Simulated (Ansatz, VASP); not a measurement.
**SrTe: VASP beside Ansatz**

```xyz
2
Lattice="0.0000 3.2635 3.2635 3.2635 0.0000 3.2635 3.2635 3.2635 0.0000" Properties=species:S:1:pos:R:3 pbc="T T T"
Sr    0.0000    0.0000    0.0000
Te    3.2635    3.2635    3.2635
```

Alike in both runs: functional LDA; k mesh 8 × 8 × 8; occupations gaussian, width 0.02 eV; no spin polarisation.

Ansatz relaxed the structure, and its values are those at the end. VASP's run is a single point on that final structure, the one shown.

|  | VASP | Ansatz |
| --- | --- | --- |
| version | VASP 6.6.1 | Ansatz 0.2.0 |
| potentials or method | VASP PAW LDA potentials, release 64 (Sr_sv, Te), cutoff 500 eV | scalar-relativistic, plane waves, PAW |
| valence electrons in the cell | 16 | 26 |

VASP gave:

| Property | Result |
| --- | --- |
| gap on the k mesh at the Fermi level (eV) | 1.40 |
| least direct gap on the mesh (eV) | 2.19 |
| pressure (GPa) | 0.2 |

**Question.** Estimate Ansatz's values.

**Answer.** gap on the k mesh at the Fermi level (eV): 1.44; least direct gap on the mesh (eV): 2.22; pressure (GPa): 0.0.

Ansatz warns that its potentials were made for another functional, while VASP's fit it. LDA's correlation is that of Perdew and Zunger in VASP and of Perdew and Wang (1992) in Ansatz. VASP's potentials hold 16 valence electrons a cell and Ansatz's 26, so a difference there can come from the potentials and not from the codes.

Spin-orbit coupling is off throughout.
